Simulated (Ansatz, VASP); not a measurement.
# Zn in VASP and in Ansatz

The input INCAR:

```
SYSTEM = Zn
PREC = Accurate
ENCUT = 520
EDIFF = 1E-6
ISMEAR = 0
SIGMA = 0.1
LREAL = .False.
LASPH = .True.
NELM = 60
ALGO = Fast
ISIF = 2
LWAVE = .False.
LCHARG = .True.
GGA = PE
LELF = .True.
LVHAR = .True.
NBANDS = 19
```

File KPOINTS:

```
Automatic mesh
0
Gamma
  9 9 4
  0 0 0
```

The input POSCAR:

```
Zn
1.0
    2.8902125850      0.0000000000      0.0000000000
   -1.4451062924      2.5029975209      0.0000000000
    0.0000000000      0.0000000000      4.6204940381
Zn
2
Direct
    0.3333333333      0.6666666667      0.2500000000
    0.6666666667      0.3333333333      0.7500000000
```

Input for Ansatz:

```yaml
crystal:
  lattice:
    - [2.890212585, 0.0, 0.0]
    - [-1.4451062924, 2.5029975209, 0.0]
    - [0.0, 0.0, 4.6204940381]
  atoms:
    - { symbol: Zn, position: [0.3333333333, 0.6666666667, 0.25] }
    - { symbol: Zn, position: [0.6666666667, 0.3333333333, 0.75] }
basis:
  ecutwfc: 420
kpoints:
  mp_grid: { grid: [9, 9, 4] }
hamiltonian:
  xc: pbe
scf:
  occupations: { method: gaussian, width: 0.1 }
output:
  forces: true
  stress: true
  eigenvalues: true
```

Alike in both runs: task single point; functional PBE; k mesh 9 × 9 × 4; occupations gaussian, width 0.1 eV; no spin polarisation.

|  | VASP | Ansatz |
| --- | --- | --- |
| version | VASP 6.6.1 | Ansatz 0.2.0 |
| potentials or method | VASP PAW PBE potentials, release 64 (Zn), cutoff 520 eV | scalar-relativistic, plane waves, PAW |
| valence electrons in the cell | 24 | 24 |

|  | VASP | Ansatz | Ansatz less VASP |
| --- | --- | --- | --- |
| gap on the k mesh at the Fermi level (eV) | none | none | - |
| pressure (GPa) | -5.4 | -5.6 | -0.22 |
| traceless stress, the component that is largest in VASP (GPa) | -0.62 | -0.62 | -0.004 |

A gap of «none» marks a metal or a gap that the smearing closes.
